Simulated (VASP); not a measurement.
Runs of VASP 6.6.1 on Ta. The structure is that of space group Im-3m (No. 229), or close to it. The cells are those of the table. 

| task | cell | cutoff (eV) | gap on the mesh (eV) | pressure (GPa) |
| --- | --- | --- | --- | --- |
| single point | a = 2.408 Å, angles 109.5°, 1 atom | 520 | none | 279.6 |
| single point | a = 2.412 Å, angles 109.5°, 1 atom | 520 | none | (a) |
| relaxation of cell and atoms | relaxed to 270 GPa from a = 2.424 Å, angles 109.5°, 1 atom | 600 | none | 270.0 |
| relaxation of cell and atoms | relaxed to 270 GPa from a = 2.412 Å, angles 109.5°, 1 atom | 600 | none | 270.1 |

Alike in all rows: level PBE; potentials or basis VASP PAW PBE potentials, release 64 (Ta_pv); no spin polarisation; k mesh 19 × 19 × 19; smearing fermi-dirac 0.05 eV.

Problem. Estimate the missing entries.

Solution. (a) 275.3.

Caveats: spin-orbit coupling is left out, which moves the levels of the heavy elements; the cell is relaxed towards a set pressure, so the enthalpy falls and the energy may rise (some runs).

A k mesh can miss the band edges, and the runs leave out spin-orbit coupling on Ta.

A gap of «none» marks levels without a gap at the run's occupations.
